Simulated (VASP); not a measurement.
# AgBr (Fm-3m) in VASP: further runs

Runs on AgBr. Level: PBEsol. Tasks: relaxation of cell and atoms.

Program: VASP 6.6.1. These are calculated values, not measurements. Logs are shortened: lines on timing, memory, paths and dates and some standing lists are left out, and cuts for length are marked.

## Step 1: The cell of the first run

The structure is cubic, space group Fm-3m (No. 225). Conventional cell: a = 5.675 Å, b = 5.675 Å, c = 5.675 Å, α = 90.00°, β = 90.00°, γ = 90.00°. Ag (site symmetry m-3m) has 6 Br at 2.84 Å within 3.7 Å. Br (site symmetry m-3m) has 6 Ag at 2.84 Å within 3.7 Å.

## Step 2: Relaxation of cell and atoms, PBEsol, target pressure 4 GPa, at which the enthalpy is minimised

INCAR

```
ALGO     = Normal         # electronic algorithm
EDIFF    = 1E-7           # SCF threshold, eV
EDIFFG   = -0.002         # ionic threshold
ENCUT    = 500            # plane-wave cutoff, eV
GGA      = PS             # functional
GGA_COMPAT= False        
IBRION   = 2              # ionic algorithm
ISIF     = 3              # what is computed and relaxed
ISMEAR   = 0              # smearing method
LASPH    = True           # aspherical terms in the spheres
LCHARG   = False          # write CHGCAR
LREAL    = False          # projectors in reciprocal space
LWAVE    = False          # write WAVECAR
NELM     = 120            # most SCF steps
NELMIN   = 4            
NSW      = 100            # ionic steps
PREC     = Accurate       # precision mode
PSTRESS  = 40.0         
SIGMA    = 0.01           # smearing width, eV
```

KPOINTS

```
k-points
0
Gamma
  8 8 8
```

POSCAR

```
AgBr
1.0
    0.0000000000      2.8376950391      2.8376950391
    2.8376950391      0.0000000000      2.8376950391
    2.8376950391      2.8376950391      0.0000000000
Ag Br
1 1
Direct
    0.0000000000      0.0000000000      0.0000000000
    0.5000000000      0.5000000000      0.5000000000
```

Potentials or basis: VASP PAW PBE potentials, release 64 (Ag, Br).

Started as:

```bash
cat potpaw_PBE.64/Ag/POTCAR potpaw_PBE.64/Br/POTCAR > POTCAR
mpirun -np 1 vasp_std > vasp.out
```

OUTCAR:

```text
EDIFF = 1E-7
   EDIFFG = -0.002
   ENCUT = 500
   GGA = PS
   IBRION = 2
   ISIF = 3
   ISMEAR = 0
   LASPH = True
   LREAL = False
   NELM = 120
   NELMIN = 4
   NSW = 100
   PREC = Accurate
   PSTRESS = 40.0

 ion  position               nearest neighbor table
   1  0.000  0.000  0.000-   2 2.84   2 2.84   2 2.84   2 2.84   2 2.84   2 2.84
   2  0.500  0.500  0.500-   1 2.84   1 2.84   1 2.84   1 2.84   1 2.84   1 2.84

  LATTYP: Found a face centered cubic cell.
 ALAT       =     5.6753900782

  Lattice vectors:

 A1 = (   0.0000000000,   2.8376950391,   2.8376950391)
 A2 = (   2.8376950391,   0.0000000000,   2.8376950391)
 A3 = (   2.8376950391,   2.8376950391,   0.0000000000)

Analysis of symmetry for initial positions (statically):
=====================================================================
 Subroutine PRICEL returns:
 Original cell was already a primitive cell.

 Routine SETGRP: Setting up the symmetry group for a
 face centered cubic supercell.

 Subroutine GETGRP returns: Found 48 space group operations
 (whereof 48 operations were pure point group operations)
 out of a pool of 48 trial point group operations.

The static configuration has the point symmetry O_h .

Analysis of symmetry for dynamics (positions and initial velocities):
=====================================================================
 Subroutine PRICEL returns:
 Original cell was already a primitive cell.

 Routine SETGRP: Setting up the symmetry group for a
 face centered cubic supercell.

 Subroutine GETGRP returns: Found 48 space group operations
 (whereof 48 operations were pure point group operations)
 out of a pool of 48 trial point group operations.

The dynamic configuration has the point symmetry O_h .

 Subroutine INISYM returns: Found 48 space group operations
 (whereof 48 operations are pure point group operations),
 and found     1 'primitive' translations

----------------------------------------------------------------------------------------

                                     Primitive cell

  volume of cell :      45.7012

  direct lattice vectors                    reciprocal lattice vectors
     0.000000000  2.837695039  2.837695039    -0.176199342  0.176199342  0.176199342
     2.837695039  0.000000000  2.837695039     0.176199342 -0.176199342  0.176199342
     2.837695039  2.837695039  0.000000000     0.176199342  0.176199342 -0.176199342

  length of vectors
     4.013106810  4.013106810  4.013106810     0.305186213  0.305186213  0.305186213

  position of ions in fractional coordinates (direct lattice)
     0.000000000  0.000000000  0.000000000
     0.500000000  0.500000000  0.500000000

  ion indices of the primitive-cell ions
   primitive index   ion index
                 1           1
                 2           2

----------------------------------------------------------------------------------------

 KPOINTS: k-points

Automatic generation of k-mesh.
 Grid dimensions read from file:
 generate k-points for:    8    8    8

 Generating k-lattice:

  Cartesian coordinates                     Fractional coordinates (reciprocal lattice)
    -0.022024918  0.022024918  0.022024918     0.125000000  0.000000000  0.000000000
     0.022024918 -0.022024918  0.022024918     0.000000000  0.125000000  0.000000000
     0.022024918  0.022024918 -0.022024918     0.000000000  0.000000000  0.125000000

  Length of vectors
     0.038148277  0.038148277  0.038148277

  Shift w.r.t. Gamma in fractional coordinates (k-lattice)
     0.000000000  0.000000000  0.000000000

 Subroutine IBZKPT returns following result:
 ===========================================

 Found     29 irreducible k-points:

 Following reciprocal coordinates:
            Coordinates               Weight
  0.000000  0.000000  0.000000      1.000000
  0.125000  0.000000  0.000000      8.000000
  0.250000  0.000000  0.000000      8.000000
  0.375000  0.000000  0.000000      8.000000
  0.500000  0.000000  0.000000      4.000000
  0.125000  0.125000  0.000000      6.000000
[... 16 lines left out ...]
[... 48 lines left out ...]
      3       0.5259      2.00000
      4       0.5585      2.00000
      5       0.9982      2.00000
      6       0.9982      2.00000
      7       1.4882      2.00000
      8       2.3539      2.00000
      9       2.3539      2.00000
     10       5.3242      0.00000
     11      12.3293      0.00000
     12      13.3670      0.00000
     13      13.3670      0.00000
[... 403 lines left out ...]
 VOLUME and BASIS-vectors are now :
 -----------------------------------------------------------------------------
  energy-cutoff  :      500.00
  volume of cell :       41.98
      direct lattice vectors                 reciprocal lattice vectors
     0.000000000  2.758405373  2.758405373    -0.181264148  0.181264148  0.181264148
     2.758405373  0.000000000  2.758405373     0.181264148 -0.181264148  0.181264148
     2.758405373  2.758405373  0.000000000     0.181264148  0.181264148 -0.181264148

 POSITION                                       TOTAL-FORCE (eV/Angst)
 -----------------------------------------------------------------------------------
      0.00000      2.75841      2.75841         0.000000      0.000000      0.000000
      2.75841      2.75841      2.75841         0.000000     -0.000000     -0.000000
 -----------------------------------------------------------------------------------
    total drift:                                0.000000      0.000000      0.000000

  FREE ENERGIE OF THE ION-ELECTRON SYSTEM (eV)
  ---------------------------------------------------
  free  energy   TOTEN  =        -5.6407491542 eV

  energy  without entropy=       -5.6407491542  energy(sigma->0) =       -5.64074915

  enthalpy is  TOTEN    =        -4.5927675127 eV   P V=        1.0479816415

--------------------------------------- Ionic step        3  -------------------------------------------

 number of electron      18.0000003 magnetization

 Free energy of the ion-electron system (eV)
  ---------------------------------------------------
  ext. energy  EPLUGINS =         0.00000000
  ---------------------------------------------------
  free energy    TOTEN  =        -5.66502753 eV

  energy without entropy =       -5.66502753  energy(sigma->0) =       -5.66502753

 E-fermi :   4.9140     XC(G=0): -10.5998

 val. band max:        4.7984633254   @ k =   0.5000   0.0000   0.0000
 cond. band min:       5.3048725047   @ k =   0.0000   0.0000   0.0000
 fundamental gap:      0.5064091793
 Fermi energy:         4.9139925253

 k-point     1 :       0.0000    0.0000    0.0000
  band No.  band energies     occupation
      1     -11.0150      2.00000
      2       1.4898      2.00000
      3       1.4898      2.00000
      4       1.4898      2.00000
      5       1.4932      2.00000
      6       1.4932      2.00000
      7       2.4725      2.00000
      8       2.4725      2.00000
      9       2.4725      2.00000
     10       5.3049      0.00000
     11      14.5800      0.00000
     12      14.5800      0.00000
     13      14.5800      0.00000

 k-point     2 :       0.1250    0.0000    0.0000
  band No.  band energies     occupation
      1     -10.9342      2.00000
      2       1.0241      2.00000
      3       1.0241      2.00000
      4       1.0544      2.00000
      5       1.5459      2.00000
      6       1.5459      2.00000
      7       2.0991      2.00000
      8       3.0301      2.00000
      9       3.0301      2.00000
     10       6.2486      0.00000
     11      13.1266      0.00000
     12      14.2407      0.00000
     13      14.2407      0.00000
[... 365 lines left out ...]
 VOLUME and BASIS-vectors are now :
 -----------------------------------------------------------------------------
  energy-cutoff  :      500.00
  volume of cell :       42.80
      direct lattice vectors                 reciprocal lattice vectors
     0.000000000  2.776291217  2.776291217    -0.180096381  0.180096381  0.180096381
     2.776291217  0.000000000  2.776291217     0.180096381 -0.180096381  0.180096381
     2.776291217  2.776291217  0.000000000     0.180096381  0.180096381 -0.180096381

 POSITION                                       TOTAL-FORCE (eV/Angst)
 -----------------------------------------------------------------------------------
      0.00000      0.00000      0.00000         0.000000      0.000000     -0.000000
      2.77629      2.77629      2.77629        -0.000000     -0.000000      0.000000
 -----------------------------------------------------------------------------------
    total drift:                               -0.000000      0.000000      0.000000

  FREE ENERGIE OF THE ION-ELECTRON SYSTEM (eV)
  ---------------------------------------------------
  free  energy   TOTEN  =        -5.6650275283 eV

  energy  without entropy=       -5.6650275283  energy(sigma->0) =       -5.66502753

  enthalpy is  TOTEN    =        -4.5965276865 eV   P V=        1.0684998417

 reached required accuracy - stopping structural energy minimisation
```

Run time: 80 s. Hardware: 1 thread of Intel Xeon 8259CL, shared host; peak memory 0.18 GiB.

Results:

```
Free energy                                            : -5.6650 eV
Relaxed volume                                         : 21.40 Å³/atom
Relaxed cell                                           : a = 3.926 Å, b = 3.926 Å, c = 3.926 Å, α = 60.00°, β = 60.00°, γ = 60.00°
Space group after relaxing (to 0.05 Å)                 : Fm-3m (No. 225)
Energy change on relaxing (the enthalpy is what falls) : +16.6 meV/atom
Ionic steps                                            : 3
Pressure after relaxing                                : 4.0 GPa
Band gap on the k mesh                                 : 0.51 eV, indirect (least direct gap 2.83 eV)
```

Step by step:
| step | energy change (eV) | largest force (eV/Å) | pressure (GPa) | volume (Å³) |
| --- | --- | --- | --- | --- |
| 1 | 0.0000 | 0.0000 | -0.06 | 45.70 |
| 2 | 0.0575 | 0.0000 | 5.49 | 41.98 |
| 3 | 0.0332 | 0.0000 | 4.01 | 42.80 |

Final structure:
```yaml
crystal:
  lattice:
    - [0.00000, 2.77629, 2.77629]
    - [2.77629, 0.00000, 2.77629]
    - [2.77629, 2.77629, 0.00000]
  atoms:
    - { symbol: Ag, position: [0.00000, 0.00000, 0.00000] }
    - { symbol: Br, position: [0.50000, 0.50000, 0.50000] }
```

Levels at points of the mesh, in eV from the valence-band top:
| k point | band 6 | band 7 | band 8 | band 9 | band 10 | band 11 | band 12 | band 13 |
| --- | --- | --- | --- | --- | --- | --- | --- | --- |
| (0.00, 0.00, 0.00) | -3.31 | -2.33 | -2.33 | -2.33 | 0.51 | 9.78 | 9.78 | 9.78 |
| (0.50, 0.00, 0.00) | -2.91 | -2.51 | 0.00 | 0.00 | 3.24 | 6.41 | 6.41 | 7.14 |
| (0.50, 0.50, 0.00) | -3.10 | -2.77 | -2.77 | -2.59 | 1.23 | 6.72 | 9.32 | 11.40 |

Caveat: the cell is relaxed towards a set pressure, so the enthalpy falls and the energy may rise; the PAW data sets were made with another functional, which shifts forces and pressure a little.

## Step 3: Relaxation of cell and atoms, PBEsol, target pressure 7 GPa, at which the enthalpy is minimised

INCAR

```
PREC = Accurate
ENCUT = 500
EDIFF = 1E-7
ISMEAR = 0
SIGMA = 0.01
LREAL = False
LASPH = True
NELM = 120
ALGO = Normal
ISIF = 3
LWAVE = False
LCHARG = False
GGA = PS
IBRION = 2
NSW = 100
EDIFFG = -0.002
PSTRESS = 70.0
GGA_COMPAT = False
NELMIN = 4
```

KPOINTS

```
Automatic mesh
0
Gamma
  8 8 8
```

POSCAR is that of step 2.

Potentials or basis: VASP PAW PBE potentials, release 64 (Ag, Br).

Started as:

```bash
cat potpaw_PBE.64/Ag/POTCAR potpaw_PBE.64/Br/POTCAR > POTCAR
mpirun -np 1 vasp_std > vasp.out
```

Wall time 86 s (1 thread of Intel Xeon 8259CL, shared host); peak memory 0.19 GiB.

It converged, with:

```yaml
Free_energy: -5.6119 eV
Relaxed_volume: 20.62 Å³/atom
Relaxed_cell: a = 3.878 Å, b = 3.878 Å, c = 3.878 Å, α = 60.00°, β = 60.00°, γ = 60.00°
Space_group_after_relaxing_to_0.05_Å: Fm-3m (No. 225)
Energy_change_on_relaxing_the_enthalpy_is_what_falls: +43.2 meV/atom
Ionic_steps: 3
Pressure_after_relaxing: 7.0 GPa
Band_gap_on_the_k_mesh: 0.52 eV, indirect (least direct gap 3.00 eV)
```

The path:
```csv
step,energy change (eV),largest force (eV/Å),pressure (GPa),volume (Å³)
1,0.0000,0.0000,-0.06,45.70
2,0.1936,0.0000,11.55,39.36
3,0.0864,0.0000,6.99,41.23
```

Final structure:
```cif
data_structure
_symmetry_space_group_name_H-M 'P 1'
_symmetry_Int_Tables_number 1
_cell_length_a 3.8778
_cell_length_b 3.8778
_cell_length_c 3.8778
_cell_angle_alpha 60.000
_cell_angle_beta 60.000
_cell_angle_gamma 60.000
_cell_volume 41.23
loop_
_atom_site_label
_atom_site_type_symbol
_atom_site_fract_x
_atom_site_fract_y
_atom_site_fract_z
_atom_site_occupancy
Ag1 Ag 0.00000 0.00000 0.00000 1
Br1 Br 0.50000 0.50000 0.50000 1
```

Levels at points of the mesh, in eV from the valence-band top:
```csv
k point,band 7,band 8,band 9,band 10,band 11,band 12
"(0.00, 0.00, 0.00)",-2.48,-2.48,-2.48,0.52,9.77,9.77
"(0.50, 0.00, 0.00)",-2.65,0.00,0.00,3.11,6.32,6.32
"(0.50, 0.50, 0.00)",-2.93,-2.93,-2.71,1.14,6.65,9.49
```

Caveat: the cell is relaxed towards a set pressure, so the enthalpy falls and the energy may rise; the PAW data sets were made with another functional, which shifts forces and pressure a little. A k mesh can miss the band edges.

## Step 4: Relaxation of cell and atoms, PBEsol, target pressure 10 GPa, at which the enthalpy is minimised

INCAR

```
SYSTEM = AgBr
ALGO = Normal ; EDIFF = 1E-7
EDIFFG = -0.002 ; ENCUT = 500
GGA = PS ; GGA_COMPAT = .FALSE.
IBRION = 2 ; ISIF = 3
ISMEAR = 0 ; LASPH = .TRUE.
LCHARG = .FALSE. ; LREAL = .FALSE.
LWAVE = .FALSE. ; NELM = 120
NELMIN = 4 ; NSW = 100
PREC = Accurate ; PSTRESS = 100.0
SIGMA = 0.01
```

KPOINTS

```
k-points
0
G
  8 8 8
  0 0 0
```

POSCAR is that of step 3.

Started as:

```bash
cat potpaw_PBE.64/Ag/POTCAR potpaw_PBE.64/Br/POTCAR > POTCAR
mpirun -np 1 vasp_std > vasp.out
```

Run time: 2.1 min. Hardware: 1 thread of Intel Xeon 8259CL, shared host; peak memory 0.19 GiB.

Results (log left out):

| Item | Value |
| --- | --- |
| Free energy | -5.5436 eV |
| Relaxed volume | 19.97 Å³/atom |
| Relaxed cell | a = 3.837 Å, b = 3.837 Å, c = 3.837 Å, α = 60.00°, β = 60.00°, γ = 60.00° |
| Space group after relaxing (to 0.05 Å) | Fm-3m (No. 225) |
| Energy change on relaxing (the enthalpy is what falls) | +77.3 meV/atom |
| Ionic steps | 6 |
| Pressure after relaxing | 10.0 GPa |
| Band gap on the k mesh | 0.54 eV, indirect (least direct gap 3.00 eV) |

The path:
| step | energy change (eV) | largest force (eV/Å) | pressure (GPa) | volume (Å³) |
| --- | --- | --- | --- | --- |
| 1 | 0.0000 | 0.0000 | -0.06 | 45.70 |
| 2 | 0.4354 | 0.0000 | 19.89 | 36.85 |
| 3 | 0.1521 | 0.0000 | 9.90 | 39.98 |
| 4 | 0.1590 | 0.0000 | 10.18 | 39.87 |
| 5 | 0.1516 | 0.0000 | 9.88 | 39.99 |
| 6 | 0.1547 | 0.0000 | 10.00 | 39.94 |

Final structure:
```cif
data_structure
_symmetry_space_group_name_H-M 'P 1'
_symmetry_Int_Tables_number 1
_cell_length_a 3.8368
_cell_length_b 3.8368
_cell_length_c 3.8368
_cell_angle_alpha 60.000
_cell_angle_beta 60.000
_cell_angle_gamma 60.000
_cell_volume 39.94
loop_
_atom_site_label
_atom_site_type_symbol
_atom_site_fract_x
_atom_site_fract_y
_atom_site_fract_z
_atom_site_occupancy
Ag1 Ag 0.00000 0.00000 0.00000 1
Br1 Br 0.50000 0.50000 0.50000 1
```

Levels at points of the mesh, in eV from the valence-band top:
```tsv
k point	band 6	band 7	band 8	band 9	band 10	band 11	band 12	band 13
(0.00, 0.00, 0.00)	-3.70	-2.61	-2.61	-2.61	0.54	9.76	9.76	9.76
(0.50, 0.00, 0.00)	-3.23	-2.78	0.00	0.00	3.00	6.23	6.23	7.62
(0.50, 0.50, 0.00)	-3.46	-3.07	-3.07	-2.81	1.05	6.59	9.63	11.76
```

Caveat: the cell is relaxed towards a set pressure, so the enthalpy falls and the energy may rise; the PAW data sets were made with another functional, which shifts forces and pressure a little. A k mesh can miss the band edges.

## Step 5: Relaxation of cell and atoms, PBEsol, target pressure 15 GPa, at which the enthalpy is minimised

INCAR

```
SYSTEM = AgBr
ALGO = Normal
EDIFF = 1E-7
EDIFFG = -0.002
ENCUT = 500
GGA = PS
GGA_COMPAT = .False.
IBRION = 2
ISIF = 3
ISMEAR = 0
LASPH = .True.
LCHARG = .False.
LREAL = .False.
LWAVE = .False.
NELM = 120
NELMIN = 4
NSW = 100
PREC = Accurate
PSTRESS = 150.0
SIGMA = 0.01
```

KPOINTS

```
k-points
0
Gamma
  8 8 8
  0 0 0
```

POSCAR is that of step 4.

Started as:

```bash
cat potpaw_PBE.64/Ag/POTCAR potpaw_PBE.64/Br/POTCAR > POTCAR
mpirun -np 1 vasp_std > vasp.out
```

Run time: 2.7 min. Hardware: 1 thread of Intel Xeon 8259CL, shared host; peak memory 0.19 GiB.

It converged, with:

| Property | Result |
| --- | --- |
| Free energy | -5.4096 eV |
| Relaxed volume | 19.10 Å³/atom |
| Relaxed cell | a = 3.781 Å, b = 3.781 Å, c = 3.781 Å, α = 60.00°, β = 60.00°, γ = 60.00° |
| Space group after relaxing (to 0.05 Å) | Fm-3m (No. 225) |
| Energy change on relaxing (the enthalpy is what falls) | +144.3 meV/atom |
| Ionic steps | 7 |
| Pressure after relaxing | 15.0 GPa |
| Band gap on the k mesh | 0.58 eV, indirect (least direct gap 2.83 eV) |

The path:
| step | energy change (eV) | largest force (eV/Å) | pressure (GPa) | volume (Å³) |
| --- | --- | --- | --- | --- |
| 1 | 0.0000 | 0.0000 | -0.06 | 45.70 |
| 2 | 1.1578 | 0.0000 | 40.97 | 32.92 |
| 3 | 0.2730 | 0.0000 | 14.46 | 38.38 |
| 4 | 0.2856 | 0.0000 | 14.90 | 38.24 |
| 5 | 0.2988 | 0.0000 | 15.35 | 38.10 |
| 6 | 0.2789 | 0.0000 | 14.67 | 38.31 |
| 7 | 0.2887 | 0.0000 | 15.00 | 38.21 |

Final structure:
```xyz
2
Lattice="0.0000 2.6732 2.6732 2.6732 0.0000 2.6732 2.6732 2.6732 0.0000" Properties=species:S:1:pos:R:3 pbc="T T T"
Ag    0.0000    0.0000    0.0000
Br    2.6732    2.6732    2.6732
```

Levels at points of the mesh, in eV from the valence-band top:
```
           k point  band 5  band 6  band 7  band 8  band 9  band 10  band 11  band 12  band 13
(0.00, 0.00, 0.00)   -3.98   -3.98   -2.80   -2.80   -2.80     0.58     9.74     9.74     9.74
(0.50, 0.00, 0.00)   -3.46   -3.46   -2.98    0.00    0.00     2.83     6.11     6.11     7.95
(0.50, 0.50, 0.00)   -4.10   -3.71   -3.29   -3.29   -2.97     0.92     6.50     9.83    12.00
```

Caveat: the cell is relaxed towards a set pressure, so the enthalpy falls and the energy may rise; the volume moved by over 15 % at a fixed basis, so the end points are rough; the PAW data sets were made with another functional, which shifts forces and pressure a little.

## Step 6: The runs side by side

```csv
cell,gap on the mesh (eV),pressure (GPa)
relaxed to 4 GPa,0.51,4.0
relaxed to 7 GPa,0.52,7.0
relaxed to 10 GPa,0.54,10.0
relaxed to 15 GPa,0.58,15.0
```

Alike in all rows: task relaxation of cell and atoms; level PBEsol; potentials or basis VASP PAW PBE potentials, release 64 (Ag, Br); no spin polarisation; k mesh 8 × 8 × 8; cutoff (eV) 500; smearing gaussian 0.01 eV.

Caveats: the cell is relaxed towards a set pressure, so the enthalpy falls and the energy may rise; the PAW data sets were made with another functional, which shifts forces and pressure a little; the volume moved by over 15 % at a fixed basis, so the end points are rough (some runs).

Total energies depend on the potentials used, so only differences within one code and one set of settings carry meaning.
